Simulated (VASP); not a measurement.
Nb:

```
Nb
1.0
    -1.66395    1.66395    1.66395
     1.66395   -1.66395    1.66395
     1.66395    1.66395   -1.66395
Nb
1
Cartesian
  0.0000 0.0000 0.0000
```

Base run:

```yaml
Program: VASP 6.6.1
Functional: r2SCAN
Potentials_or_basis: VASP PAW PBE potentials, release 64 (Nb_sv)
Cutoff: 550 eV
k_mesh: 10 × 10 × 10
Occupations: fermi-dirac, width 0.05 eV
Spin: no spin polarisation
```

Its results: pressure -3.3 GPa.

Q: The run is repeated on the same cell with these changes: k mesh from 10 × 10 × 10 to 5 × 5 × 5. What comes out?

A: Pressure -5.3 GPa.

Caveats: some runs use coarse meshes; the PAW data sets were made with another functional, which shifts forces and pressure a little.
